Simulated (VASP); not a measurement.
# CaB (Pm-3m) in VASP: a series of runs, part 2 of 2

VASP 6.6.1. Earlier steps stand in the parts before.

### 5 Single point, PBE

File INCAR:

```
PREC = Accurate
ENCUT = 500
EDIFF = 1E-6
ISMEAR = 0
SIGMA = 0.1
LREAL = F
LASPH = T
NELM = 120
ALGO = Normal
ISIF = 2
LWAVE = F
LCHARG = F
GGA = PE
NBANDS = 14
GGA_COMPAT = F
```

File KPOINTS:

```
regular mesh
0
Gamma
  6 6 6
```

File POSCAR:

```
CaB
1.0
    3.2656137934      0.0000000000      0.0000000000
    0.0000000000      3.2656137934      0.0000000000
    0.0000000000      0.0000000000      3.2656137934
Ca B
1 1
Direct
    0.0000000000      0.0000000000      0.0000000000
    0.5000000000      0.5000000000      0.5000000000
```

The run is started by

```bash
> cat potpaw_PBE.64/Ca_sv/POTCAR potpaw_PBE.64/B/POTCAR > POTCAR
> mpirun -np 1 vasp_std > vasp.out
```

Wall time 4.7 s (1 thread of Intel Xeon Platinum 8559C (Emerald Rapids), shared host); peak memory 0.14 GiB.

Results (log left out):

```yaml
Free_energy: -7.1839 eV
Pressure: 0.3 GPa
```

Levels at points of the mesh, in eV from the Fermi level:
```tsv
k point	band 2	band 3	band 4	band 5	band 6	band 7	band 8	band 9	band 10	band 11
(0.00, 0.00, 0.00)	-21.21	-21.21	-21.21	-8.16	1.50	1.50	2.24	2.24	2.24	5.95
(0.50, 0.00, 0.00)	-21.70	-21.17	-21.17	-5.93	-3.49	1.28	1.28	2.48	6.21	6.58
(0.50, 0.50, 0.00)	-21.61	-21.61	-21.13	-5.56	-1.27	-1.27	1.79	3.28	4.43	4.43
(0.50, 0.50, 0.50)	-21.53	-21.53	-21.53	-3.33	-2.22	-2.22	-2.22	6.82	6.82	6.82
```

### 6 Relaxation of cell and atoms, PBE

This run uses another cell than the first one, of 14.62 Å³/atom, 0.840 times its volume.

File INCAR:

```
PREC = Accurate
ENCUT = 500
EDIFF = 1E-7
ISMEAR = 0
SIGMA = 0.1
LREAL = False
LASPH = True
NELM = 120
ALGO = Normal
ISIF = 3
LWAVE = False
LCHARG = False
GGA = PE
IBRION = 2
NSW = 90
EDIFFG = -0.04
GGA_COMPAT = False
NELMIN = 4
```

KPOINTS is that of step 5.

File POSCAR:

```
CaB
1.0
    3.0807913600      0.0000000000      0.0000000000
    0.0000000000      3.0807913600      0.0000000000
    0.0000000000      0.0000000000      3.0807913600
Ca B
1 1
Direct
    0.0000000000      0.0000000000      0.0000000000
    0.5000000000      0.5000000000      0.5000000000
```

Potentials or basis: VASP PAW PBE potentials, release 64 (Ca_sv, B).

The run is started by

```bash
> cat potpaw_PBE.64/Ca_sv/POTCAR potpaw_PBE.64/B/POTCAR > POTCAR
> mpirun -np 1 vasp_std > vasp.out
```

OUTCAR:

```text
PREC = Accurate
   ENCUT = 500
   EDIFF = 1E-7
   ISMEAR = 0
   LREAL = False
   LASPH = True
   NELM = 120
   ISIF = 3
   GGA = PE
   IBRION = 2
   NSW = 90
   EDIFFG = -0.04
   NELMIN = 4

 ion  position               nearest neighbor table
   1  0.000  0.000  0.000-   2 2.67   2 2.67   2 2.67   2 2.67   2 2.67   2 2.67   2 2.67   2 2.67

   2  0.500  0.500  0.500-   1 2.67   1 2.67   1 2.67   1 2.67   1 2.67   1 2.67   1 2.67   1 2.67

  LATTYP: Found a simple cubic cell.
 ALAT       =     3.0807913600

  Lattice vectors:

 A1 = (   3.0807913600,   0.0000000000,   0.0000000000)
 A2 = (   0.0000000000,   3.0807913600,   0.0000000000)
 A3 = (   0.0000000000,   0.0000000000,   3.0807913600)

Analysis of symmetry for initial positions (statically):
=====================================================================
 Subroutine PRICEL returns:
 Original cell was already a primitive cell.

 Routine SETGRP: Setting up the symmetry group for a
 simple cubic supercell.

 Subroutine GETGRP returns: Found 48 space group operations
 (whereof 48 operations were pure point group operations)
 out of a pool of 48 trial point group operations.

The static configuration has the point symmetry O_h .

Analysis of symmetry for dynamics (positions and initial velocities):
=====================================================================
 Subroutine PRICEL returns:
 Original cell was already a primitive cell.

 Routine SETGRP: Setting up the symmetry group for a
 simple cubic supercell.

 Subroutine GETGRP returns: Found 48 space group operations
 (whereof 48 operations were pure point group operations)
 out of a pool of 48 trial point group operations.

The dynamic configuration has the point symmetry O_h .

 Subroutine INISYM returns: Found 48 space group operations
 (whereof 48 operations are pure point group operations),
 and found     1 'primitive' translations

[... 432 lines left out ...]
    total drift:                                0.000000      0.000000      0.000000

  FREE ENERGIE OF THE ION-ELECTRON SYSTEM (eV)
  ---------------------------------------------------
  free  energy   TOTEN  =        -6.9629211142 eV

  energy  without entropy=       -6.9542763068  energy(sigma->0) =       -6.95859871

--------------------------------------- Ionic step        2  -------------------------------------------

 number of electron      13.0000006 magnetization

 Free energy of the ion-electron system (eV)
  ---------------------------------------------------
  ext. energy  EPLUGINS =         0.00000000
  ---------------------------------------------------
  free energy    TOTEN  =        -7.18203138 eV

  energy without entropy =       -7.16710383  energy(sigma->0) =       -7.17456760

 E-fermi :   3.8079     XC(G=0):  -9.9090

 val. band max:        3.7435959556   @ k =   0.1667   0.0000   0.0000
 cond. band min:       3.8438145618   @ k =   0.5000   0.3333   0.3333
 fundamental gap:      0.1002186063
 Fermi energy:         3.8079343929

 k-point     1 :       0.0000    0.0000    0.0000
  band No.  band energies     occupation
      1     -36.5884      2.00000
      2     -17.4396      2.00000
      3     -17.4396      2.00000
      4     -17.4396      2.00000
      5      -4.3268      2.00000
      6       5.3079      0.00000
      7       5.3079      0.00000
      8       6.0333      0.00000
      9       6.0333      0.00000
     10       6.0333      0.00000
[... 235 lines left out ...]
 k-point    20 :       0.5000    0.5000    0.5000
  band No.  band energies     occupation
      1     -36.4556      2.00000
      2     -17.7479      2.00000
      3     -17.7479      2.00000
      4     -17.7479      2.00000
      5       0.4637      2.00000
      6       1.6125      2.00000
      7       1.6125      2.00000
      8       1.6125      2.00000
      9      10.5588      0.00000
     10      10.5588      0.00000

------------------------ aborting loop because EDIFF is reached ----------------------------------------

  FORCE on cell =-STRESS in cart. coord.  units (eV):
  Direction    XX          YY          ZZ          XY          YZ          ZX
  --------------------------------------------------------------------------------------
  -------------------------------------------------------------------------------------
  Total       -0.0321274     -0.0321274     -0.0321274      0.0000000      0.0000000     -0.0000000
  in kB       -1.4642523     -1.4642523     -1.4642523      0.0000000      0.0000000     -0.0000000
  external PRESSURE =      -1.4642523 kB  Pullay stress =       0.0000000 kB

 VOLUME and BASIS-vectors are now :
 -----------------------------------------------------------------------------
  energy-cutoff  :      500.00
  volume of cell :       35.15
      direct lattice vectors                 reciprocal lattice vectors
     3.275845184 -0.000000000 -0.000000000     0.305264731 -0.000000000  0.000000000
     0.000000000  3.275845184 -0.000000000     0.000000000  0.305264731 -0.000000000
    -0.000000000  0.000000000  3.275845184     0.000000000  0.000000000  0.305264731

 POSITION                                       TOTAL-FORCE (eV/Angst)
 -----------------------------------------------------------------------------------
      0.00000      0.00000      0.00000        -0.000000      0.000000      0.000000
      1.63792      1.63792      1.63792         0.000000     -0.000000      0.000000
 -----------------------------------------------------------------------------------
    total drift:                                0.000000      0.000000      0.000000

  FREE ENERGIE OF THE ION-ELECTRON SYSTEM (eV)
  ---------------------------------------------------
  free  energy   TOTEN  =        -7.1820313778 eV

  energy  without entropy=       -7.1671038268  energy(sigma->0) =       -7.17456760

 reached required accuracy - stopping structural energy minimisation
```

OSZICAR:

```text
N       E                     dE             d eps       ncg     rms          rms(c)
DAV:   1     0.761732014972E+02    0.76173E+02   -0.63551E+03   400   0.118E+03
DAV:   2    -0.460773166441E+01   -0.80781E+02   -0.78926E+02   418   0.275E+02
DAV:   3    -0.699983322443E+01   -0.23921E+01   -0.23533E+01   570   0.457E+01
[... 19 lines left out ...]
DAV:   7    -0.718205415099E+01   -0.31745E-02   -0.61922E-03   546   0.682E-01    0.385E-02
DAV:   8    -0.718202981864E+01    0.24332E-04   -0.17928E-04   498   0.137E-01    0.603E-03
DAV:   9    -0.718202997213E+01   -0.15349E-06   -0.24984E-05   586   0.245E-02    0.783E-03
DAV:  10    -0.718203129438E+01   -0.13223E-05   -0.14885E-06   504   0.110E-02    0.241E-03
DAV:  11    -0.718203137777E+01   -0.83382E-07   -0.83256E-08   278   0.400E-03
   2 F= -.71820314E+01 E0= -.71745676E+01  d E =-.219110E+00
```

CONTCAR:

```text
CaB
   1.00000000000000
     3.2758451837761977   -0.0000000000000000   -0.0000000000000000
     0.0000000000000000    3.2758451837761977   -0.0000000000000000
    -0.0000000000000000    0.0000000000000000    3.2758451837761977
  Ca              B
     1     1
Direct
     0.0000000000000000    0.0000000000000000    0.0000000000000000
     0.5000000000000000    0.5000000000000000    0.5000000000000000

  0.00000000E+00  0.00000000E+00  0.00000000E+00
  0.00000000E+00  0.00000000E+00  0.00000000E+00
```

Run time: 7.3 s. Hardware: 1 thread of Intel Xeon Platinum 8559C (Emerald Rapids), shared host; peak memory 0.14 GiB.

What came out:

```yaml
Free_energy: -7.1820 eV
Relaxed_volume: 17.58 Å³/atom
Relaxed_cell: a = 3.276 Å, b = 3.276 Å, c = 3.276 Å, α = 90.00°, β = 90.00°, γ = 90.00°
Space_group_after_relaxing_to_0.05_Å: Pm-3m (No. 221)
Energy_gained_by_relaxing: 109.6 meV/atom
Ionic_steps: 2
Pressure_after_relaxing: -0.1 GPa
```

Step by step:
| step | energy change (eV) | largest force (eV/Å) | pressure (GPa) | volume (Å³) |
| --- | --- | --- | --- | --- |
| 1 | 0.0000 | 0.0000 | 14.38 | 29.24 |
| 2 | -0.2191 | 0.0000 | -0.15 | 35.15 |

Final structure:
```yaml
crystal:
  lattice:
    - [3.27585, 0.00000, 0.00000]
    - [0.00000, 3.27585, 0.00000]
    - [0.00000, 0.00000, 3.27585]
  atoms:
    - { symbol: Ca, position: [0.00000, 0.00000, 0.00000] }
    - { symbol: B, position: [0.50000, 0.50000, 0.50000] }
```

Caveat: the volume moved by over 15 % at a fixed basis, so the end points are rough.

### 7 Overview

```csv
task,cell,k mesh,cutoff (eV),gap on the mesh (eV),pressure (GPa),relaxed volume (Å³/atom)
single point,"a = 3.265 Å, 2 atoms",18 × 18 × 18,520,none,0.2,-
relaxation of cell and atoms,"relaxed from a = 3.266 Å, 2 atoms",18 × 18 × 18,600,none,0.0,17.45
single point,"a = 3.081 Å, 2 atoms",6 × 6 × 6,500,none,14.4,-
single point,"a = 3.266 Å, 2 atoms",6 × 6 × 6,500,none,0.3,-
relaxation of cell and atoms,"relaxed from a = 3.081 Å, 2 atoms",6 × 6 × 6,500,none,-0.1,17.58
```

Alike in all rows: level PBE; potentials or basis VASP PAW PBE potentials, release 64 (Ca_sv, B); no spin polarisation; smearing gaussian 0.1 eV.

Caveats: the volume moved by over 15 % at a fixed basis, so the end points are rough (some runs).

Total energies depend on the potentials used, so only differences within one code and one set of settings carry meaning.
